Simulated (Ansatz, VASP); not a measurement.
# One calculation of MgF2, two programs

INCAR

```
SYSTEM = MgF2
PREC = Accurate
ENCUT = 600
EDIFF = 1E-7
ISMEAR = 0
SIGMA = 0.02
LREAL = .FALSE.
LASPH = .TRUE.
NELM = 120
ALGO = Normal
ISIF = 3
LWAVE = .FALSE.
LCHARG = .FALSE.
GGA = CA
IBRION = 2
NSW = 70
EDIFFG = -0.005
GGA_COMPAT = .FALSE.
NELMIN = 4
```

KPOINTS

```
Automatic mesh
0
G
  6 6 8
  0 0 0
```

Contents of POSCAR:

```
MgF2
1.0
    4.6975999886      0.0000000000      0.0000000000
    0.0000000000      4.6975999886      0.0000000000
    0.0000000000      0.0000000000      3.0930660367
Mg F
2 4
Direct
    0.0000000000      0.0000000000      0.0000000000
    0.5000000000      0.5000000000      0.5000000000
    0.3035644572      0.3035644572      0.0000000000
    0.1964355428      0.8035644572      0.5000000000
    0.6964355428      0.6964355428      0.0000000000
    0.8035644572      0.1964355428      0.5000000000
```

Input for Ansatz:

```yaml
crystal:
  lattice:
    - [4.6975999886, 0.0, 0.0]
    - [0.0, 4.6975999886, 0.0]
    - [0.0, 0.0, 3.0930660367]
  atoms:
    - { symbol: Mg, position: [0.0, 0.0, 0.0] }
    - { symbol: Mg, position: [0.5, 0.5, 0.5] }
    - { symbol: F, position: [0.3035644572, 0.3035644572, 0.0] }
    - { symbol: F, position: [0.1964355428, 0.8035644572, 0.5] }
    - { symbol: F, position: [0.6964355428, 0.6964355428, 0.0] }
    - { symbol: F, position: [0.8035644572, 0.1964355428, 0.5] }
basis:
  ecutwfc: 420
kpoints:
  mp_grid: { grid: [6, 6, 8] }
hamiltonian:
  xc: lda
scf:
  occupations: { method: gaussian, width: 0.02 }
output:
  forces: true
  stress: true
  eigenvalues: true
  write_density: true
  write_potential: true
  elf: true
  volumetric_format: npy
relax:
  adjacent_minimum: "off"
  f_tol: 0.005
  max_steps: 50
  cell: { stress_tol: 0.05 }
```

Alike in both runs: task relaxation of cell and atoms; functional LDA; k mesh 6 × 6 × 8; occupations gaussian, width 0.02 eV; no spin polarisation.

```csv
,VASP,Ansatz
version,VASP 6.6.1,Ansatz 0.2.0
potentials or method,"VASP PAW LDA potentials, release 64 (Mg, F), cutoff 600 eV","scalar-relativistic, plane waves, PAW"
valence electrons in the cell,32,48
```

VASP gave:

| Item | Value |
| --- | --- |
| gap on the k mesh at the Fermi level, each at its own relaxed structure (eV) | 7.19 |
| relaxed volume (Å³/atom) | 10.23 |
| relaxed length of the cell vector where the two differ most in proportion (Å) | 4.524 |

What did Ansatz give for the same quantities?

gap on the k mesh at the Fermi level, each at its own relaxed structure (eV): 7.09; relaxed volume (Å³/atom): 10.42; relaxed length of the cell vector where the two differ most in proportion (Å): 4.556.

LDA's correlation is that of Perdew and Zunger in VASP and of Perdew and Wang (1992) in Ansatz. VASP's potentials hold 32 valence electrons a cell and Ansatz's 48, so a difference there can come from the potentials and not from the codes.
